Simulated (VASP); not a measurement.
Set up this calculation in VASP 6.6.1, as the native input.

```
Task                   : single point
Functional             : r2SCAN
Potentials or basis    : VASP PAW PBE potentials, release 64 (Si)
Cutoff                 : 550 eV
k mesh                 : 8 × 8 × 8
Occupations            : gaussian, width 0.05 eV
Spin                   : no spin polarisation
Dipole correction      : no
Further INCAR settings : ALGO = Normal; EDIFF = 1e-06; NBANDS = 11
```

Si:

```
Si
1.0
     0.00000    2.72217    2.72217
     2.72217    0.00000    2.72217
     2.72217    2.72217    0.00000
Si
2
Direct
  0.00000 0.00000 0.00000
  0.25000 0.25000 0.25000
```

These files were run (other wordings do the same):

POSCAR

```
Si
1.0
    0.0000000000      2.7221696788      2.7221696788
    2.7221696788      0.0000000000      2.7221696788
    2.7221696788      2.7221696788      0.0000000000
Si
2
Direct
    0.0000000000      0.0000000000      0.0000000000
    0.2500000000      0.2500000000      0.2500000000
```

INCAR.step1

```
SYSTEM = Si
PREC = Accurate
ENCUT = 550
ISMEAR = 0
SIGMA = 0.05
LREAL = .FALSE.
LASPH = .TRUE.
NELM = 120
NBANDS = 11
GGA = PE
ALGO = Normal
EDIFF = 1E-5
LWAVE = .TRUE.
LCHARG = .FALSE.
GGA_COMPAT = .FALSE.
```

INCAR.step2

```
SYSTEM = Si
PREC = Accurate
ENCUT = 550
EDIFF = 1E-6
ISMEAR = 0
SIGMA = 0.05
LREAL = .FALSE.
LASPH = .TRUE.
NELM = 120
ALGO = Normal
ISIF = 2
LWAVE = .FALSE.
LCHARG = .FALSE.
METAGGA = R2SCAN
LMIXTAU = .TRUE.
NBANDS = 11
ISTART = 1
GGA_COMPAT = .FALSE.
```

KPOINTS

```
regular mesh
0
G
  8 8 8
  0 0 0
```

Potentials or basis: VASP PAW PBE potentials, release 64 (Si).

Run with:

```sh
$ cat potpaw_PBE.64/Si/POTCAR > POTCAR
$ cp INCAR.step1 INCAR
$ mpirun -np 1 vasp_std > vasp.out
$ cp INCAR.step2 INCAR
$ mpirun -np 1 vasp_std > vasp.out
```

Results of the run:

```json
{
 "Pressure": "-0.2 GPa",
 "Band gap on the k mesh": "0.83 eV, indirect (least direct gap 2.75 eV)"
}
```

Caveat: the PAW data sets were made with another functional, which shifts forces and pressure a little.

It took 79 s on 1 thread of Intel Xeon 8259CL, with other jobs on the host, peak memory 0.16 GiB.
